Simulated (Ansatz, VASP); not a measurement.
# Two plane-wave programs on Sn3Cl5

```
Sn Cl
1.0
     6.39264    0.00000    0.00000
     0.00000    6.39264    0.00000
     0.00000    0.00000    6.39264
Sn Cl
3 5
Direct
  0.00000 0.50000 0.50000
  0.50000 0.00000 0.50000
  0.50000 0.50000 0.00000
  0.50000 0.00000 0.00000
  0.00000 0.50000 0.00000
  0.00000 0.00000 0.50000
  0.00000 0.00000 0.00000
  0.50000 0.50000 0.50000
```

Alike in both runs: task relaxation of cell and atoms; functional PBE; k mesh 4 × 4 × 4; occupations gaussian, width 0.1 eV; no spin polarisation.

```csv
,VASP,Ansatz
version,VASP 6.6.1,Ansatz 0.2.0
potentials or method,"VASP PAW PBE potentials, release 64 (Sn_d, Cl), cutoff 600 eV","scalar-relativistic, plane waves, PAW"
valence electrons in the cell,77,77
```

VASP gave:

```
gap on the k mesh at the Fermi level, each at its own relaxed structure (eV)  : none
relaxed volume (Å³/atom)                                                      : 28.71
relaxed length of the cell vector where the two differ most in proportion (Å) : 6.124
```

Task: Estimate Ansatz's values.

Result: gap on the k mesh at the Fermi level, each at its own relaxed structure (eV): none; relaxed volume (Å³/atom): 28.47; relaxed length of the cell vector where the two differ most in proportion (Å): 6.107.

A gap of «none» marks a metal or a gap that the smearing closes.
